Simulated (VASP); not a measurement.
# GaSb (F-43m) in VASP: further runs, part 2 of 2

VASP 6.6.1. The steps go on from the part before.

### Step 3. Single point, PBEsol

This run uses another cell than the first one, of 26.71 Å³/atom.

INCAR

```
  PREC = Accurate
  ENCUT = 520
  EDIFF = 1E-6
  ISMEAR = -1
  SIGMA = 0.1
  LREAL = False
  LASPH = True
  NELM = 80
  ALGO = Normal
  ISIF = 2
  LWAVE = False
  LCHARG = False
  GGA = PS
  NBANDS = 16
```

KPOINTS

```
regular mesh
0
Gamma
  14 14 14
```

POSCAR

```
GaSb
1.0
    0.0000000000      2.9890689341      2.9890689341
    2.9890689341      0.0000000000      2.9890689341
    2.9890689341      2.9890689341      0.0000000000
Ga Sb
1 1
Direct
    0.0000000000      0.0000000000      0.0000000000
    0.7500000000      0.7500000000      0.7500000000
```

Potentials or basis: VASP PAW PBE potentials, release 64 (Ga_d, Sb).

Command:

```
$ cat potpaw_PBE.64/Ga_d/POTCAR potpaw_PBE.64/Sb/POTCAR > POTCAR
$ mpirun -np 1 vasp_std > vasp.out
```

OUTCAR:

```text
PREC = Accurate
   ENCUT = 520
   EDIFF = 1E-6
   ISMEAR = -1
   LREAL = False
   LASPH = True
   NELM = 80
   ISIF = 2
   GGA = PS

 ion  position               nearest neighbor table
   1  0.000  0.000  0.000-   2 2.59   2 2.59   2 2.59   2 2.59
   2  0.750  0.750  0.750-   1 2.59   1 2.59   1 2.59   1 2.59

  LATTYP: Found a face centered cubic cell.
 ALAT       =     5.9781378682

  Lattice vectors:

 A1 = (   0.0000000000,   2.9890689341,   2.9890689341)
 A2 = (   2.9890689341,   0.0000000000,   2.9890689341)
 A3 = (   2.9890689341,   2.9890689341,   0.0000000000)

Analysis of symmetry for initial positions (statically):
=====================================================================
 Subroutine PRICEL returns:
 Original cell was already a primitive cell.

 Routine SETGRP: Setting up the symmetry group for a
 face centered cubic supercell.

 Subroutine GETGRP returns: Found 24 space group operations
 (whereof 24 operations were pure point group operations)
 out of a pool of 48 trial point group operations.

The static configuration has the point symmetry T_d .
[... 153 lines left out ...]
  ---------------------------------------------------
  ext. energy  EPLUGINS =         0.00000000
  ---------------------------------------------------
  free energy    TOTEN  =        -8.11061332 eV

  energy without entropy =       -8.10971725  energy(sigma->0) =       -8.11016529

 E-fermi :   5.7133     XC(G=0):  -9.5722

 val. band max:        5.4655623483   @ k =   0.0000   0.0000   0.0000
 cond. band min:       5.9627024208   @ k =   0.0000   0.0000   0.0000
 fundamental gap:      0.4971400725
 Fermi energy:         5.7133494331

 k-point     1 :       0.0000    0.0000    0.0000
  band No.  band energies     occupation
      1      -9.6835      2.00000
      2      -9.6835      2.00000
      3      -9.6835      2.00000
      4      -9.6213      2.00000
      5      -9.6213      2.00000
      6      -6.5445      2.00000
[... 433 lines left out ...]
      3      -9.6713      2.00000
      4      -9.6258      2.00000
      5      -9.6199      2.00000
      6      -5.7319      2.00000
[... 8 lines left out ...]
     15      13.8576      0.00000
     16      14.3482      0.00000

 [... further k-points ...]
[... 5 lines left out ...]
  --------------------------------------------------------------------------------------
  -------------------------------------------------------------------------------------
  Total        1.3723249      1.3723249      1.3723249     -0.0000000      0.0000000     -0.0000000
  in kB       41.1651524     41.1651524     41.1651524     -0.0000000      0.0000000     -0.0000000
  external PRESSURE =      41.1651524 kB  Pullay stress =       0.0000000 kB

 VOLUME and BASIS-vectors are now :
 -----------------------------------------------------------------------------
  energy-cutoff  :      520.00
  volume of cell :       53.41
      direct lattice vectors                 reciprocal lattice vectors
     0.000000000  2.989068934  2.989068934    -0.167276169  0.167276169  0.167276169
     2.989068934  0.000000000  2.989068934     0.167276169 -0.167276169  0.167276169
     2.989068934  2.989068934  0.000000000     0.167276169  0.167276169 -0.167276169

 POSITION                                       TOTAL-FORCE (eV/Angst)
 -----------------------------------------------------------------------------------
      0.00000      0.00000      0.00000        -0.000000     -0.000000     -0.000000
      4.48360      4.48360      4.48360         0.000000      0.000000      0.000000
 -----------------------------------------------------------------------------------
    total drift:                               -0.000001     -0.000001     -0.000001

  FREE ENERGIE OF THE ION-ELECTRON SYSTEM (eV)
  ---------------------------------------------------
  free  energy   TOTEN  =        -8.1106133246 eV

  energy  without entropy=       -8.1097172479  energy(sigma->0) =       -8.11016529
```

OSZICAR:

```text
N       E                     dE             d eps       ncg     rms          rms(c)
DAV:   1     0.829420361272E+02    0.82942E+02   -0.86046E+03  3360   0.142E+03
DAV:   2    -0.183084070003E+01   -0.84773E+02   -0.81627E+02  3896   0.302E+02
DAV:   3    -0.811203789586E+01   -0.62812E+01   -0.62671E+01  3960   0.649E+01
DAV:   4    -0.822398316370E+01   -0.11195E+00   -0.11193E+00  4192   0.965E+00
DAV:   5    -0.822650904552E+01   -0.25259E-02   -0.25258E-02  4240   0.128E+00    0.342E+00
DAV:   6    -0.814132028207E+01    0.85189E-01   -0.86169E-02  4632   0.520E+00    0.202E+00
DAV:   7    -0.811022103141E+01    0.31099E-01   -0.50636E-02  4072   0.204E+00    0.380E-01
DAV:   8    -0.811035784027E+01   -0.13681E-03   -0.51411E-03  4320   0.871E-01    0.126E-01
DAV:   9    -0.811062095218E+01   -0.26311E-03   -0.47842E-04  3848   0.165E-01    0.488E-02
DAV:  10    -0.811060618883E+01    0.14763E-04   -0.21147E-05  4280   0.388E-02    0.147E-02
DAV:  11    -0.811061332536E+01   -0.71365E-05   -0.11483E-05  3976   0.235E-02    0.463E-03
DAV:  12    -0.811061332461E+01    0.74851E-09   -0.35880E-07  3456   0.547E-03
   1 F= -.81106133E+01 E0= -.81101653E+01  d E =-.896077E-03
```

stdout:

```text
POSCAR found type information on POSCAR GaSb
 POSCAR found :  2 types and       2 ions
 scaLAPACK will be used
 -----------------------------------------------------------------------------
|                                                                             |
|                                                                             |
|     You enforced a specific xc type in the INCAR file but a different       |
|     I HOPE YOU KNOW WHAT YOU ARE DOING!                                     |
|                                                                             |
 -----------------------------------------------------------------------------

 LDA part: xc-table for (Slater+PW92), standard interpolation
 POSCAR, INCAR and KPOINTS ok, starting setup
 FFT: planning ... GRIDC
 FFT: planning ... GRID_SOFT
 FFT: planning ... GRID
 WAVECAR not read
 entering main loop
```

It took 87 s on 1 thread of Intel Xeon 8259CL, shared host; peak memory 0.24 GiB.

Results:

```yaml
Free_energy: -8.1106 eV
Pressure: 4.1 GPa
Band_gap_on_the_k_mesh: 0.50 eV
```

Caveat: the cell stands under pressure; the PAW data sets were made with another functional, which shifts forces and pressure a little; spin-orbit coupling is left out, which moves the levels of the heavy elements.

### Step 4. Single point, PBEsol

This run uses another cell than the first one, of 27.53 Å³/atom.

INCAR

```
SYSTEM = GaSb
PREC = Accurate
ENCUT = 520
EDIFF = 1E-7
ISMEAR = -1
SIGMA = 0.1
LREAL = .False.
LASPH = .True.
NELM = 80
ALGO = Normal
ISIF = 2
LWAVE = .False.
LCHARG = .False.
GGA = PS
NBANDS = 16
```

KPOINTS

```
regular mesh
0
Gamma
  14 14 14
  0 0 0
```

POSCAR

```
GaSb
1.0
    0.0000000000      3.0196465105      3.0196465105
    3.0196465105      0.0000000000      3.0196465105
    3.0196465105      3.0196465105      0.0000000000
Ga Sb
1 1
Direct
    0.0000000000      0.0000000000      0.0000000000
    0.7500000000      0.7500000000      0.7500000000
```

Command:

```
$ cat potpaw_PBE.64/Ga_d/POTCAR potpaw_PBE.64/Sb/POTCAR > POTCAR
$ mpirun -np 1 vasp_std > vasp.out
```

Wall time 90 s (1 thread of Intel Xeon 8259CL, shared host); peak memory 0.24 GiB.

It converged, with:

```
Free energy            : -8.1426 eV
Pressure               : 2.1 GPa
Band gap on the k mesh : 0.27 eV
```

Levels at points of the mesh, in eV from the valence-band top:
```tsv
k point	band 5	band 6	band 7	band 8	band 9	band 10	band 11	band 12	band 13	band 14
(0.00, 0.00, 0.00)	-15.02	-11.78	0.00	0.00	0.00	0.27	2.75	2.75	2.75	5.66
(0.50, 0.00, 0.00)	-15.02	-10.05	-6.59	-1.22	-1.22	0.43	3.72	3.72	6.29	9.48
(0.50, 0.50, 0.00)	-15.02	-9.16	-7.01	-2.73	-2.73	0.79	1.08	8.92	8.92	10.31
```

Caveat: the PAW data sets were made with another functional, which shifts forces and pressure a little; spin-orbit coupling is left out, which moves the levels of the heavy elements.

### Step 5. The runs side by side

```tsv
cell	gap on the mesh (eV)	pressure (GPa)
a = 4.173 Å, angles 60.0°, 2 atoms	0.59	7.1
a = 4.227 Å, angles 60.0°, 2 atoms	0.50	4.1
a = 4.270 Å, angles 60.0°, 2 atoms	0.27	2.1
```

Alike in all rows: task single point; level PBEsol; potentials or basis VASP PAW PBE potentials, release 64 (Ga_d, Sb); no spin polarisation; k mesh 14 × 14 × 14; cutoff (eV) 520; smearing fermi-dirac 0.1 eV.

Caveats: the PAW data sets were made with another functional, which shifts forces and pressure a little; spin-orbit coupling is left out, which moves the levels of the heavy elements; the cell stands under pressure (at least some runs).

Absolute energies hang on the potentials; compare differences alone.
